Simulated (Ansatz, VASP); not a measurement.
## One calculation of AgB2, two programs

INCAR

```
SYSTEM = AgB2
PREC = Accurate ; ENCUT = 520
EDIFF = 1E-8 ; ISMEAR = -1
SIGMA = 0.05 ; LREAL = .FALSE.
LASPH = .TRUE. ; NELM = 100
ALGO = Normal ; ISIF = 2
LWAVE = .FALSE. ; LCHARG = .FALSE.
GGA = PS ; LEFG = .TRUE.
NBANDS = 16
```

KPOINTS

```
regular mesh
0
G
  16 16 13
  0 0 0
```

Contents of POSCAR:

```
AgB2
1.0
    3.0198697800      0.0000000000      0.0000000000
   -1.5099348901      2.6152839457      0.0000000000
    0.0000000000      0.0000000000      3.2614575790
Ag B
1 2
Direct
    0.0000000000      0.0000000000      0.0000000000
    0.3333333333      0.6666666667      0.5000000000
    0.6666666667      0.3333333333      0.5000000000
```

Input for Ansatz:

```yaml
crystal:
  lattice:
    - [3.01986978, 0.0, 0.0]
    - [-1.5099348901, 2.6152839457, 0.0]
    - [0.0, 0.0, 3.261457579]
  atoms:
    - { symbol: Ag, position: [0.0, 0.0, 0.0] }
    - { symbol: B, position: [0.3333333333, 0.6666666667, 0.5] }
    - { symbol: B, position: [0.6666666667, 0.3333333333, 0.5] }
kpoints:
  mp_grid: { grid: [16, 16, 13] }
scf:
  occupations: { method: fermi_dirac, width: 0.05 }
hamiltonian:
  xc: pbesol
  pseudopotentials: { kind: all_electron, datasets: crystal }
output:
  forces: true
  stress: true
  eigenvalues: true
  efg: { contact_densities: true }
```

Change from the starting cell: volume scaled by 1.02, crystal datasets.

Alike in both runs: task electric field gradients; functional PBEsol; k mesh 16 × 16 × 13; occupations fermi-dirac, width 0.05 eV; no spin polarisation.

|  | VASP | Ansatz |
| --- | --- | --- |
| version | VASP 6.6.1 | Ansatz 0.2.0 |
| potentials or method | VASP PAW PBE potentials, release 64 (Ag, B), cutoff 520 eV | all-electron PAW with datasets made for the crystal, scalar-relativistic |

|  | VASP | Ansatz | Ansatz less VASP |
| --- | --- | --- | --- |
| pressure (GPa) | 39.9 | 39.8 | -0.09 |
| traceless stress, the component that is largest in VASP (GPa) | 20.78 | 20.93 | +0.145 |
| size of Vzz on the site where it differs most (V/Å²) | 29.3 | 26.2 | -3.09 |

VASP's potentials were made for PBE, not for PBEsol. Both programs put the cell under a high pressure, so it lies far from rest at this level. Ansatz ran all-electron here, and VASP with PAW potentials.
